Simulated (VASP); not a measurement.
The system is TiS2.

```
Ti S
1.0
     3.41200    0.00000    0.00000
    -1.70600    2.95488    0.00000
     0.00000    0.00000    5.69500
Ti S
1 2
Direct
  0.00000 0.00000 0.00000
  0.33333 0.66667 0.25000
  0.66667 0.33333 0.75000
```

Base run:

```yaml
Program: VASP 6.6.1
Functional: PBE
Potentials_or_basis: VASP PAW PBE potentials, release 64 (Ti_sv, S)
Cutoff: 500 eV
k_mesh: 12 × 12 × 4
Occupations: gaussian, width 0.01 eV
Spin: no spin polarisation
Hubbard_terms: Ti d U = 6.0 eV
```

Its results: band gap on the k mesh 0.57 eV (least direct gap 1.20 eV); pressure 6.1 GPa; largest force 0.245 eV/Å.

**Question.** The run is repeated on the same cell with these changes: hubbard terms from Ti d U = 6.0 eV to Ti d U = 2.0 eV. What comes out?

**Answer.** Band gap on the k mesh 0.06 eV (least direct gap 0.62 eV); pressure 2.4 GPa; largest force 0.027 eV/Å.

Caveats: semilocal functionals underestimate gaps, and a narrow one can read as zero; the cell stands under pressure (at least some runs).

A k mesh can miss the band edges.
